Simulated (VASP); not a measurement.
Runs of VASP 6.6.1 on CdSe. It takes space group P6_3/mmc (No. 194, hexagonal). Conventional cell: a = 4.602 Å, b = 4.602 Å, c = 6.002 Å, α = 90.00°, β = 90.00°, γ = 120.00°. Within 3.5 Å of Cd (site symmetry -6m2) lie 5 Se at 2.66 to 3.00 Å. Within 3.5 Å of Se (site symmetry -6m2) lie 5 Cd at 2.66 to 3.00 Å. 

| level | k mesh | smearing | gap on the mesh (eV) | pressure (GPa) |
| --- | --- | --- | --- | --- |
| PBE | 6 × 6 × 4 | tetrahedron | 0.23 | 1.8 |
| PBEsol | 6 × 6 × 4 | gaussian 0.01 eV | 0.13 | (a) |
| PBE | 8 × 8 × 1 | gaussian 0.01 eV | (b) | -1.2 |
| PBE | 6 × 6 × 4 | methfessel-paxton 0.2 eV | 0.23 | 1.7 |

Alike in all rows: task single point; potentials or basis VASP PAW PBE potentials, release 64 (Cd, Se); no spin polarisation; cell as given; cutoff (eV) 500.

Estimate the missing entries.

(a) -1.1; (b) 0.43.

Caveats: some runs use coarse meshes; the PAW data sets were made with another functional, which shifts forces and pressure a little (some runs).

A k mesh can miss the band edges, and the runs leave out spin-orbit coupling on Cd, Se.
